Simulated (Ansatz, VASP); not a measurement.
# Be in VASP and in Ansatz

```
Be
1.0
     2.04795    0.00000    0.00000
     0.00000    2.81100    0.00000
    -0.08261    0.00000    2.85120
Be
2
Direct
  0.45665 0.75000 0.76354
  0.54335 0.25000 0.23646
```

Alike in both runs: task single point; functional PBE; k mesh 8 × 6 × 6; occupations gaussian, width 0.1 eV; no spin polarisation.

|  | VASP | Ansatz |
| --- | --- | --- |
| version | VASP 6.6.1 | Ansatz 0.2.0 |
| potentials or method | VASP PAW PBE potentials, release 64 (Be), cutoff 520 eV | scalar-relativistic, plane waves, PAW |
| valence electrons in the cell | 4 | 4 |

VASP gave:

```
gap on the k mesh at the Fermi level (eV)                     : none
pressure (GPa)                                                : 22.1
traceless stress, the component that is largest in VASP (GPa) : 2.23
rms of the force components (eV/Å)                            : 0.985
```

**Question.** What did Ansatz give for the same quantities?

**Answer.** gap on the k mesh at the Fermi level (eV): none; pressure (GPa): 22.0; traceless stress, the component that is largest in VASP (GPa): 2.23; rms of the force components (eV/Å): 0.983.

Atom by atom the forces differ by 0.003 eV/Å (rms over components). A gap of «none» marks a metal or a gap that the smearing closes. With one functional, cell and mesh, what is left measures potentials, basis and numerics.

The k mesh is coarse, so the values compare programs but aren't converged.
